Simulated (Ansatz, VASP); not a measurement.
# Two plane-wave programs on Cu

```xyz
1
Lattice="0.0000 1.7592 1.7592 1.7592 0.0000 1.7592 1.7592 1.7592 0.0000" Properties=species:S:1:pos:R:3 pbc="T T T"
Cu    0.0000    0.0000    0.0000
```

Alike in both runs: functional LDA; k mesh 18 × 18 × 18; occupations gaussian, width 0.1 eV; no spin polarisation.

Ansatz relaxed the structure, and its values are those at the end. VASP's run is a single point on that final structure, the one shown.

```csv
,VASP,Ansatz
version,VASP 6.6.1,Ansatz 0.2.0
potentials or method,"VASP PAW LDA potentials, release 64 (Cu), cutoff 520 eV","scalar-relativistic, plane waves, PAW"
valence electrons in the cell,11,19
```

Ansatz gave:

```
gap on the k mesh at the Fermi level (eV) : none
pressure (GPa)                            : 0.0
```

**Question.** What did VASP give for the same quantities?

**Answer.** gap on the k mesh at the Fermi level (eV): none; pressure (GPa): 0.9.

Ansatz warns that its potentials were made for another functional, while VASP's fit it. LDA's correlation is that of Perdew and Zunger in VASP and of Perdew and Wang (1992) in Ansatz. A gap of «none» marks a metal or a gap that the smearing closes. VASP's potentials hold 11 valence electrons a cell and Ansatz's 19, so a difference there can come from the potentials and not from the codes.
